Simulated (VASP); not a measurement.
A run of VASP 6.6.1:

Contents of INCAR:

```
SYSTEM = MgB2
PREC = Accurate ; ENCUT = 600
EDIFF = 1E-6 ; ISMEAR = 0
SIGMA = 0.1 ; LREAL = .FALSE.
LASPH = .TRUE. ; NELM = 100
ALGO = Normal ; ISIF = 4
LWAVE = .FALSE. ; LCHARG = .FALSE.
GGA = PE ; IBRION = 2
NSW = 50 ; EDIFFG = -0.01
```

The input KPOINTS:

```
regular mesh
0
G
  15 15 12
  0 0 0
```

POSCAR

```
MgB2
1.0
    3.0418569918      0.0000000000      0.0000000000
   -1.5209284959      2.6343254296      0.0000000000
    0.0000000000      0.0000000000      3.4963226498
Mg B
1 2
Direct
    0.0000000000      0.0000000000      0.0000000000
    0.3333333333      0.6666666667      0.5000000000
    0.6666666667      0.3333333333      0.5000000000
```

Potentials or basis: VASP PAW PBE potentials, release 64 (Mg, B).

Command:

```sh
$ cat potpaw_PBE.64/Mg/POTCAR potpaw_PBE.64/B/POTCAR > POTCAR
$ mpirun -np 1 vasp_std > vasp.out
```

Hardware: 1 thread of Intel Xeon 6975P-C, on a shared host.

**Question.** How long does it take, and how much memory?

**Answer.** Run time: 42 s on 1 thread of Intel Xeon 6975P-C, with other jobs on the host, peak memory 0.19 GiB. Counts: scf iterations 21, k points 189, ion steps 3.
